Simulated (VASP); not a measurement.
Runs of VASP 6.6.1 on Au. The structure is that of space group Fm-3m (No. 225), or close to it. The cells are those of the table. 

```tsv
cell	gap on the mesh (eV)	pressure (GPa)
a = 2.897 Å, angles 60.0°, 1 atom	none	6.8
a = 2.916 Å, angles 60.0°, 1 atom	none	3.4
a = 2.819 Å, angles 60.0°, 1 atom	none	25.2
a = 2.839 Å, angles 60.0°, 1 atom	none	(a)
a = 2.878 Å, angles 60.0°, 1 atom	none	(b)
a = 2.859 Å, angles 60.0°, 1 atom	none	14.8
a = 2.934 Å, angles 60.0°, 1 atom	none	0.5
```

Alike in all rows: task single point; level PBE; potentials or basis VASP PAW PBE potentials, release 64 (Au); no spin polarisation; k mesh 11 × 11 × 11; cutoff (eV) 500; smearing methfessel-paxton 0.01 eV.

Fill in the values left out.

(a) 19.7; (b) 10.5.

Caveats: spin-orbit coupling is left out, which moves the levels of the heavy elements.

A k mesh can miss the band edges, and the runs leave out spin-orbit coupling on Au.

A gap of «none» marks levels without a gap at the run's occupations.
